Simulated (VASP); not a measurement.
Wanted: the native input for a VASP 6.6.1 run.

```yaml
Task: single point
Functional: PBE
Potentials_or_basis: VASP PAW PBE potentials, release 64 (In_d, Pd)
Cutoff: 520 eV
k_mesh: 9 × 9 × 3
Occupations: gaussian, width 0.1 eV
Spin: no spin polarisation
Dipole_correction: no
Further_INCAR_settings: ALGO = Normal; EDIFF = 1e-06; NBANDS = 81
```

The structure of InPd (an interface model) lies in POSCAR:

```
InPd
1.0
    4.6743486032      0.0000000000      0.0000000000
   -2.3371743016      4.0481046365      0.0000000000
    0.0000000000      0.0000000000     11.4497689577
In Pd
6 6
Direct
    0.0000000000      0.0000000000      0.0000000000
    0.6666666667      0.3333333333      0.1666666667
    0.3333333333      0.6666666667      0.3333333333
    0.3333333333      0.6666666667      0.5833333333
    1.0000000000      0.0000000000      0.7500000000
    0.6666666667      0.3333333333      0.9166666667
    0.3333333333      0.6666666667      0.0833333333
    1.0000000000      0.0000000000      0.2500000000
    0.6666666667      0.3333333333      0.4166666667
    1.0000000000      1.0000000000      0.5000000000
    0.6666666667      0.3333333333      0.6666666667
    0.3333333333      0.6666666667      0.8333333333
```

The input as run:

INCAR

```
SYSTEM = InPd
PREC = Accurate ; ENCUT = 520
EDIFF = 1E-6 ; ISMEAR = 0
SIGMA = 0.1 ; LREAL = .False.
LASPH = .True. ; NELM = 100
ALGO = Normal ; ISIF = 2
LWAVE = .False. ; LCHARG = .False.
GGA = PE ; NBANDS = 81
```

KPOINTS

```
regular mesh
0
Gamma
  9 9 3
  0 0 0
```

Potentials or basis: VASP PAW PBE potentials, release 64 (In_d, Pd).

Launch:

```sh
$ cat potpaw_PBE.64/In_d/POTCAR potpaw_PBE.64/Pd/POTCAR > POTCAR
$ mpirun -np 1 vasp_std > vasp.out
```

Results of the run:

- Pressure: 2.0 GPa
- Largest force: 1.401 eV/Å
- Band gap on the k mesh: zero (bands 69 and 70 overlap by 2.38 eV)

Caveat: spin-orbit coupling is left out, which moves the levels of the heavy elements.

It took 22 min on 1 thread of Intel(R) Xeon(R) Platinum 8259CL CPU @ 2.50GHz (Skylake/Cascade Lake) (shared host), peak memory 0.58 GiB.
